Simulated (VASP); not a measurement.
# SnO2 (Pnnm) in VASP: notebook

Aim: see how the results for SnO2 move with the level of theory and the settings. Levels: revPBE+D4, PBEsol. Tasks: single point.

Everything below comes from runs of VASP 6.6.1. Logs are shortened: lines on timing, memory, paths and dates and some standing lists are left out, and cuts for length are marked.

### 1 The cell of the first run

The typed cell holds 6 atoms: a = 4.777 Å, b = 4.781 Å, c = 3.229 Å, α = 90.00°, β = 90.00°, γ = 90.00°.

### 2 Single point, revPBE+D4

INCAR

```
SYSTEM = SnO2
ALGO     = Normal         ! electronic algorithm
EDIFF    = 1E-6           ! SCF threshold, eV
ENCUT    = 520            ! plane-wave cutoff, eV
GGA      = RE             ! functional
ISIF     = 2              ! what is computed and relaxed
ISMEAR   = -1             ! smearing method
IVDW     = 13             ! dispersion correction
LASPH    = .True.         ! aspherical terms in the spheres
LCHARG   = .True.         ! write CHGCAR
LELF     = .True.         ! ELF
LREAL    = .False.        ! projectors in reciprocal space
LVHAR    = .True.       
LWAVE    = .False.        ! write WAVECAR
NBANDS   = 35             ! bands
NELM     = 100            ! most SCF steps
PREC     = Accurate       ! precision mode
SIGMA    = 0.05           ! smearing width, eV
```

KPOINTS

```
k-points
0
Gamma
  6 6 8
  0 0 0
```

POSCAR

```
SnO2
1.0
    4.7768062245      0.0000000000      0.0000000000
    0.0000000000      4.7807584908      0.0000000000
    0.0000000000      0.0000000000      3.2291996553
Sn O
2 4
Direct
    0.0000000000      0.0000000000      0.0000000000
    0.5000000000      0.5000000000      0.5000000000
    0.6946140156      0.6935626442      0.0000000000
    0.1946140156      0.8064373558      0.5000000000
    0.8053859844      0.1935626442      0.5000000000
    0.3053859844      0.3064373558      0.0000000000
```

Potentials or basis: VASP PAW PBE potentials, release 64 (Sn_d, O).

Launch:

```sh
> cat potpaw_PBE.64/Sn_d/POTCAR potpaw_PBE.64/O/POTCAR > POTCAR
> mpirun -np 1 vasp_std > vasp.out
```

OUTCAR:

```text
SYSTEM = SnO2
   EDIFF = 1E-6
   ENCUT = 520
   GGA = RE
   ISIF = 2
   ISMEAR = -1
   IVDW = 13
   LASPH = .True.
   LREAL = .False.
   NELM = 100
   PREC = Accurate

 ion  position               nearest neighbor table
   1  0.000  0.000  0.000-   3 2.07   6 2.07   5 2.08   4 2.08   4 2.08   5 2.08   2 3.75   2 3.75
                             2 3.75   2 3.75   2 3.75   2 3.75   2 3.75   2 3.75
   2  0.500  0.500  0.500-   4 2.07   5 2.07   3 2.08   6 2.08   3 2.08   6 2.08   1 3.75   1 3.75
                             1 3.75   1 3.75   1 3.75   1 3.75   1 3.75   1 3.75
   3  0.695  0.694  0.000-   1 2.07   2 2.08   2 2.08
   4  0.195  0.806  0.500-   2 2.07   1 2.08   1 2.08
   5  0.805  0.194  0.500-   2 2.07   1 2.08   1 2.08
   6  0.305  0.306  0.000-   1 2.07   2 2.08   2 2.08

  LATTYP: Found a simple orthorhombic cell.
 ALAT       =     3.2291996553
 B/A-ratio  =     1.4792539125
 C/A-ratio  =     1.4804778277

  Lattice vectors:

 A1 = (   0.0000000000,   0.0000000000,   3.2291996553)
 A2 = (   4.7768062245,   0.0000000000,   0.0000000000)
 A3 = (   0.0000000000,   4.7807584908,   0.0000000000)

Analysis of symmetry for initial positions (statically):
=====================================================================
 Subroutine PRICEL returns:
 Original cell was already a primitive cell.

 Routine SETGRP: Setting up the symmetry group for a
 simple orthorhombic supercell.

 Subroutine GETGRP returns: Found  8 space group operations
 (whereof  4 operations were pure point group operations)
 out of a pool of  8 trial point group operations.

The static configuration has the point symmetry C_2h.
 The point group associated with its full space group is D_2h.

Analysis of symmetry for dynamics (positions and initial velocities):
=====================================================================
 Subroutine PRICEL returns:
 Original cell was already a primitive cell.

 Routine SETGRP: Setting up the symmetry group for a
 simple orthorhombic supercell.

 Subroutine GETGRP returns: Found  8 space group operations
 (whereof  4 operations were pure point group operations)
 out of a pool of  8 trial point group operations.

The dynamic configuration has the point symmetry C_2h.
 The point group associated with its full space group is D_2h.

 Subroutine INISYM returns: Found  8 space group operations
 (whereof  4 operations are pure point group operations),
 and found     1 'primitive' translations

----------------------------------------------------------------------------------------

                                     Primitive cell

  volume of cell :      73.7444

  direct lattice vectors                    reciprocal lattice vectors
     4.776806224  0.000000000  0.000000000     0.209344896  0.000000000  0.000000000
     0.000000000  4.780758491  0.000000000     0.000000000  0.209171830  0.000000000
     0.000000000  0.000000000  3.229199655     0.000000000  0.000000000  0.309674256

  length of vectors
     4.776806224  4.780758491  3.229199655     0.209344896  0.209171830  0.309674256

  position of ions in fractional coordinates (direct lattice)
     0.000000000  0.000000000  0.000000000
     0.500000000  0.500000000  0.500000000
     0.694614016  0.693562644  0.000000000
     0.194614016  0.806437356  0.500000000
     0.805385984  0.193562644  0.500000000
     0.305385984  0.306437356  0.000000000

  ion indices of the primitive-cell ions
   primitive index   ion index
                 1           1
                 2           2
                 3           3
                 4           4
                 5           5
                 6           6

----------------------------------------------------------------------------------------

 KPOINTS: k-points

Automatic generation of k-mesh.
 Grid dimensions read from file:
 generate k-points for:    6    6    8

 Generating k-lattice:

  Cartesian coordinates                     Fractional coordinates (reciprocal lattice)
     0.034890816  0.000000000  0.000000000     0.166666667  0.000000000  0.000000000
     0.000000000  0.034861972  0.000000000     0.000000000  0.166666667  0.000000000
     0.000000000  0.000000000  0.038709282     0.000000000  0.000000000  0.125000000

  Length of vectors
     0.034890816  0.034861972  0.038709282

  Shift w.r.t. Gamma in fractional coordinates (k-lattice)
     0.000000000  0.000000000  0.000000000

 Subroutine IBZKPT returns following result:
 ===========================================

 Found     80 irreducible k-points:

 Following reciprocal coordinates:
            Coordinates               Weight
  0.000000  0.000000  0.000000      1.000000
  0.166667  0.000000  0.000000      2.000000
  0.333333  0.000000  0.000000      2.000000
  0.500000  0.000000  0.000000      1.000000
  0.000000  0.166667  0.000000      2.000000
  0.166667  0.166667  0.000000      4.000000
[... 16 lines left out ...]
  0.333333  0.166667  0.125000      8.000000
  0.500000  0.166667  0.125000      4.000000
 [... further k-points ...]
   k-points           NKPTS =     80   k-points in BZ     NKDIM =     80   number of bands    NBANDS=     35
   number of dos      NEDOS =    301   number of ions     NIONS =      6
   total plane-waves  NPLWV =  31104
   dimension x,y,z NGX =    36 NGY =   36 NGZ =   24
   dimension x,y,z NGXF=    72 NGYF=   72 NGZF=   48
   ions per type =               2   4
   NGX,Y,Z   is equivalent  to a cutoff of  12.53, 12.52, 12.36 a.u.
   NGXF,Y,Z  is equivalent  to a cutoff of  25.06, 25.04, 24.71 a.u.
 SYSTEM =  SnO2
   PREC   = accura    normal or accurate (medium, high low for compatibility)
   ISTART =      0    job   : 0-new  1-cont  2-samecut
   ICHARG =      2    charge: 1-file 2-atom 10-const
   ISPIN  =      1    spin polarized calculation?
   LNONCOLLINEAR =      F non collinear calculations
   LSORBIT =      F    spin-orbit coupling
   LASPH  =      T    aspherical Exc in radial PAW
   ENCUT  =  520.0 eV  38.22 Ry    6.18 a.u.   8.88  8.89  6.00*2*pi/ulx,y,z
   NELM   =    100;   NELMIN=  2; NELMDL= -5     # of ELM steps
   EDIFF  = 0.1E-05   stopping-criterion for ELM
   LREAL  =      F    real-space projection
   EDIFFG = 0.1E-04   stopping-criterion for IOM
   NSW    =      0    number of steps for IOM
   IBRION =     -1    ionic relax: 0-MD 1-quasi-New 2-CG
   NFREE  =      0    steps in history (QN), initial steepest desc. (CG)
   ISIF   =      2    stress and relaxation
   ISYM   =      2    0-nonsym 1-usesym 2-fastsym
   POTIM  = 0.5000    time-step for ionic-motion
   TEBEG  =    0.0;   TEEND  =   0.0 temperature during run
   PSTRESS=    0.0 pullay stress
   NELECT =      52.0000    total number of electrons
   NUPDOWN=      -1.0000    fix difference up-down
   EMIN   =  10.00;   EMAX   =-10.00  energy-range for DOS
   EFERMI =   0.00;   METHOD = LEGACY
   ISMEAR =    -1;   SIGMA  =   0.05  broadening in eV -4-tet -1-fermi 0-gaus
   EFERMI_NEDOS =   21; number of points for ismear=-14 and -15
   IALGO  =     38    algorithm
   IMIX   =      4    mixing-type and parameters
     AMIX     =   0.40;   BMIX     =  1.00
     AMIX_MAG =   1.60;   BMIX_MAG =  1.00
  volume/ion in A,a.u.               =      12.29        82.94
  Fermi-wavevector in a.u.,A,eV,Ry     =   1.457134  2.753584 28.888429  2.123240
  Thomas-Fermi vector in A             =   2.573971
   LORBIT       =      0    0 simple, 1 ext, 2 COOP (PROOUT), +10 PAW based schemes
   GGA     = RE    functional components
   LHFCALC =     F    Hartree Fock is set to
   AEXX    =    0.0000 exact exchange contribution
   IVDW    =    13    specifies the selected vdW correction
   LEPSILON=     F    determine dielectric tensor
   LRPA    =     F    only Hartree local field effects (RPA)
 non-spin polarized calculation
  energy-cutoff  :      520.00
  volume of cell :       73.74
 maximum number of plane-waves:      2020
 NGX is ok and might be reduce to    36
   NGX = 17   NGY = 17   NGZ = 13

 number of electron      52.0000008 magnetization

 Free energy of the ion-electron system (eV)
  ---------------------------------------------------
  ext. energy  EPLUGINS =         0.00000000
  ---------------------------------------------------
  free energy    TOTEN  =       -35.18183681 eV

  energy without entropy =      -35.18183603  energy(sigma->0) =      -35.18183642

 E-fermi :   6.3886     XC(G=0): -10.9156

 val. band max:        5.9025837035   @ k =   0.0000   0.0000   0.0000
 cond. band min:       6.8489773453   @ k =   0.0000   0.0000   0.0000
 fundamental gap:      0.9463936419
 Fermi energy:         6.3885975836

 k-point     1 :       0.0000    0.0000    0.0000
  band No.  band energies     occupation
      1     -15.2039      2.00000
      2     -14.4660      2.00000
      3     -14.2732      2.00000
      4     -14.2415      2.00000
      5     -14.2413      2.00000
      6     -14.1890      2.00000
[... 27 lines left out ...]
     34      17.8293      0.00000
     35      18.4190      0.00000

 k-point     2 :       0.1667    0.0000    0.0000
  band No.  band energies     occupation
      1     -15.1634      2.00000
      2     -14.5125      2.00000
      3     -14.2729      2.00000
      4     -14.2398      2.00000
      5     -14.2396      2.00000
      6     -14.2208      2.00000
[... 27 lines left out ...]
     34      17.8976      0.00000
     35      18.5169      0.00000

 k-point     3 :       0.3333    0.0000    0.0000
  band No.  band energies     occupation
      1     -15.0461      2.00000
      2     -14.6643      2.00000
      3     -14.2719      2.00000
      4     -14.2572      2.00000
      5     -14.2363      2.00000
      6     -14.2361      2.00000
[... 27 lines left out ...]
     34      18.1874      0.00000
     35      18.4868      0.00000

 k-point     4 :       0.5000    0.0000    0.0000
  band No.  band energies     occupation
      1     -14.8671      2.00000
      2     -14.8671      2.00000
      3     -14.2689      2.00000
      4     -14.2689      2.00000
      5     -14.2344      2.00000
      6     -14.2344      2.00000
[... 27 lines left out ...]
     34      18.3168      0.00000
     35      18.4228      0.00000

 k-point     5 :       0.0000    0.1667    0.0000
  band No.  band energies     occupation
      1     -15.1634      2.00000
      2     -14.5125      2.00000
      3     -14.2729      2.00000
      4     -14.2397      2.00000
      5     -14.2397      2.00000
      6     -14.2208      2.00000
[... 638 lines left out ...]
 k-point    22 :       0.1667    0.1667    0.1250
  band No.  band energies     occupation
      1     -15.0725      2.00000
      2     -14.5475      2.00000
      3     -14.3719      2.00000
      4     -14.3519      2.00000
      5     -14.2421      2.00000
      6     -14.1912      2.00000
[... 27 lines left out ...]
     34      18.0371      0.00000
     35      18.4225      0.00000

 k-point    23 :       0.3333    0.1667    0.1250
  band No.  band energies     occupation
      1     -14.9866      2.00000
      2     -14.6909      2.00000
      3     -14.3704      2.00000
      4     -14.3569      2.00000
      5     -14.2328      2.00000
      6     -14.1985      2.00000
[... 27 lines left out ...]
     34      18.2038      0.00000
     35      18.4169      0.00000

 k-point    24 :       0.5000    0.1667    0.1250
  band No.  band energies     occupation
      1     -14.8519      2.00000
      2     -14.8519      2.00000
      3     -14.3647      2.00000
      4     -14.3647      2.00000
      5     -14.2159      2.00000
      6     -14.2159      2.00000
[... 27 lines left out ...]
     34      18.1380      0.00000
     35      18.3974      0.00000

 [... further k-points ...]

------------------------ aborting loop because EDIFF is reached ----------------------------------------

  DFT-D4 for vdW energy calculation

  Edisp (eV):   -2.91667

  FORCE on cell =-STRESS in cart. coord.  units (eV):
  Direction    XX          YY          ZZ          XY          YZ          ZX
  --------------------------------------------------------------------------------------
  -------------------------------------------------------------------------------------
  Total       0.24714     0.23962     0.37171    -0.00000     0.00000     0.00000
  in kB       5.36936     5.20609     8.07584    -0.00000     0.00000     0.00000
  external pressure =        6.22 kB  Pullay stress =        0.00 kB

 VOLUME and BASIS-vectors are now :
 -----------------------------------------------------------------------------
  energy-cutoff  :      520.00
  volume of cell :       73.74
      direct lattice vectors                 reciprocal lattice vectors
     4.776806224  0.000000000  0.000000000     0.209344896  0.000000000  0.000000000
     0.000000000  4.780758491  0.000000000     0.000000000  0.209171830  0.000000000
     0.000000000  0.000000000  3.229199655     0.000000000  0.000000000  0.309674256

 POSITION                                       TOTAL-FORCE (eV/Angst)
 -----------------------------------------------------------------------------------
      0.00000      0.00000      0.00000         0.000000     -0.000000      0.000000
      2.38840      2.39038      1.61460         0.000000     -0.000000      0.000000
      3.31804      3.31576      0.00000         0.009984      0.010923     -0.000000
      0.92963      3.85538      1.61460         0.009984     -0.010923     -0.000000
      3.84717      0.92538      1.61460        -0.009984      0.010923      0.000000
      1.45877      1.46500      0.00000        -0.009984     -0.010923      0.000000
 -----------------------------------------------------------------------------------
    total drift:                                0.000000      0.000000      0.000000

  FREE ENERGIE OF THE ION-ELECTRON SYSTEM (eV)
  ---------------------------------------------------
  free  energy   TOTEN  =       -38.0985086840 eV

  energy  without entropy=      -38.0985079103  energy(sigma->0) =      -38.09850830
```

Wall time 4.6 min (1 thread of Intel Xeon 8259CL, shared host); peak memory 0.28 GiB.

What came out:

| Quantity | Value |
| --- | --- |
| Free energy | -38.0985 eV |
| Pressure | 0.6 GPa |
| Largest force | 0.015 eV/Å |
| Band gap on the k mesh | 0.95 eV |
| Dispersion energy per atom | -0.486 eV |

Forces on the atoms (eV/Å):
```
Sn   0.000  0.000  0.000
Sn   0.000  0.000  0.000
O    0.010  0.011  0.000
O    0.010 -0.011  0.000
O   -0.010  0.011  0.000
O   -0.010 -0.011  0.000
```

Stress tensor (GPa, compression positive):
```
0.54 0.00 0.00
0.00 0.52 0.00
0.00 0.00 0.81
```

Levels at points of the mesh, in eV from the valence-band top:
```tsv
k point	band 23	band 24	band 25	band 26	band 27	band 28	band 29	band 30
(0.00, 0.00, 0.00)	-1.26	-0.75	-0.75	0.00	0.95	5.95	6.23	6.23
(0.50, 0.00, 0.00)	-1.21	-1.21	-0.60	-0.60	4.17	4.17	6.99	6.99
(0.00, 0.50, 0.00)	-1.21	-1.21	-0.61	-0.61	4.17	4.17	7.01	7.01
(0.50, 0.50, 0.00)	-1.33	-1.33	-0.86	-0.86	4.57	4.57	7.39	7.39
(0.00, 0.00, 0.50)	-1.57	-1.57	-1.21	-1.21	5.89	5.89	9.66	9.66
(0.50, 0.00, 0.50)	-1.04	-1.04	-0.71	-0.71	6.17	6.17	7.92	7.92
(0.00, 0.50, 0.50)	-1.04	-1.04	-0.71	-0.71	6.16	6.16	7.91	7.91
(0.50, 0.50, 0.50)	-0.92	-0.92	-0.79	-0.79	4.60	4.60	8.90	8.90
```

Caveat: the PAW data sets were made with another functional, which shifts forces and pressure a little; spin-orbit coupling is left out, which moves the levels of the heavy elements.

### 3 Single point, PBEsol (11.83 Å³/atom)

This run uses another cell than the first one, of 11.83 Å³/atom.

INCAR

```
PREC     = Accurate       # precision mode
ENCUT    = 520            # plane-wave cutoff, eV
EDIFF    = 1E-6           # SCF threshold, eV
ISMEAR   = -1             # smearing method
SIGMA    = 0.05           # smearing width, eV
LREAL    = False          # projectors in reciprocal space
LASPH    = True           # aspherical terms in the spheres
NELM     = 100            # most SCF steps
ALGO     = Normal         # electronic algorithm
ISIF     = 2              # what is computed and relaxed
LWAVE    = False          # write WAVECAR
LCHARG   = False          # write CHGCAR
GGA      = PS             # functional
NBANDS   = 35             # bands
```

KPOINTS

```
Automatic mesh
0
Gamma
  6 6 8
```

POSCAR

```
SnO2
1.0
    4.6902622069      0.0000000000      0.0000000000
    0.0000000000      4.7672361241      0.0000000000
    0.0000000000      0.0000000000      3.1747386606
Sn O
2 4
Direct
    0.0000000000      0.0000000000      0.0000000000
    0.5000000000      0.5000000000      0.5000000000
    0.7081450000      0.6789580000      0.0000000000
    0.2081450000      0.8210420000      0.5000000000
    0.7918550000      0.1789580000      0.5000000000
    0.2918550000      0.3210420000      0.0000000000
```

Potentials or basis: VASP PAW PBE potentials, release 64 (Sn_d, O).

Launch:

```sh
> cat potpaw_PBE.64/Sn_d/POTCAR potpaw_PBE.64/O/POTCAR > POTCAR
> mpirun -np 1 vasp_std > vasp.out
```

Wall time 1.7 min (1 thread of Intel Xeon Platinum 8488C (Sapphire Rapids), shared host); peak memory 0.27 GiB.

Results (log left out):

| Quantity | Value |
| --- | --- |
| Free energy | -39.6115 eV |
| Pressure | 6.5 GPa |
| Largest force | 0.172 eV/Å |
| Band gap on the k mesh | 1.34 eV |

Forces in eV/Å, atoms in the order of the input:
```
Sn   0.000  0.000  0.000
Sn   0.000  0.000  0.000
O    0.103  0.138  0.000
O    0.103 -0.138  0.000
O   -0.103  0.138  0.000
O   -0.103 -0.138  0.000
```

Stress tensor (GPa, compression positive):
```
5.75 0.00 0.00
0.00 5.42 0.00
0.00 0.00 8.47
```

Levels at points of the mesh, in eV from the valence-band top:
| k point | band 23 | band 24 | band 25 | band 26 | band 27 | band 28 | band 29 | band 30 |
| --- | --- | --- | --- | --- | --- | --- | --- | --- |
| (0.00, 0.00, 0.00) | -1.14 | -0.71 | -0.70 | 0.00 | 1.34 | 6.17 | 6.22 | 6.39 |
| (0.50, 0.00, 0.00) | -1.13 | -1.13 | -0.51 | -0.51 | 4.40 | 4.40 | 6.80 | 6.80 |
| (0.00, 0.50, 0.00) | -1.11 | -1.11 | -0.62 | -0.62 | 4.56 | 4.56 | 7.30 | 7.30 |
| (0.50, 0.50, 0.00) | -1.25 | -1.25 | -0.82 | -0.82 | 4.91 | 4.91 | 7.48 | 7.48 |
| (0.00, 0.00, 0.50) | -1.64 | -1.64 | -1.17 | -1.17 | 6.26 | 6.26 | 9.69 | 9.69 |
| (0.50, 0.00, 0.50) | -0.95 | -0.95 | -0.70 | -0.70 | 6.58 | 6.58 | 8.12 | 8.12 |
| (0.00, 0.50, 0.50) | -1.18 | -1.18 | -0.59 | -0.59 | 6.48 | 6.48 | 7.89 | 7.89 |
| (0.50, 0.50, 0.50) | -0.93 | -0.93 | -0.76 | -0.76 | 4.91 | 4.91 | 8.81 | 8.81 |

Caveat: the cell stands under pressure; the PAW data sets were made with another functional, which shifts forces and pressure a little; spin-orbit coupling is left out, which moves the levels of the heavy elements.

(Part 1 of 2 ends here.)
